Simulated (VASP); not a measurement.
Rh: vibrations by perturbation theory with LDA

Rh:

```
Rh
1.0
     2.69066    0.00000    0.00000
    -1.34533    2.33018    0.00000
     0.00000    0.00000    4.33271
Rh
2
Direct
  0.66667 0.33333 0.75000
  0.33333 0.66667 0.25000
```

This cell differs from its parent crystal: phonons at volume x 1.02.

* Program: VASP 6.6.1
* Task: vibrations by perturbation theory
* Functional: LDA
* Potentials or basis: VASP PAW LDA potentials, release 64 (Rh_pv)
* Cutoff: 520 eV
* k mesh: 18 × 18 × 10
* Occupations: fermi-dirac, width 0.15 eV
* Spin: no spin polarisation
* Dipole correction: no
* Further INCAR settings: ALGO = Normal; EDIFF = 1e-08; NBANDS = 22; IBRION = 8; NSW = 1

```
Highest phonon frequency at Γ : 246 cm⁻¹
```

Phonon frequencies in cm⁻¹ (negative: imaginary):
```csv
q point,frequencies
"(0.000, 0.000, 0.000)",0 0 0 151 151 246
```

It took 19 min on 1 thread of Intel(R) Xeon(R) Platinum 8375C CPU @ 2.90GHz (Ice Lake), on a shared host, peak memory 1 GiB.

Caveat: the cell differs from its parent crystal (phonons at volume x 1.02); the cell wasn't relaxed at this level first, which shifts response properties.
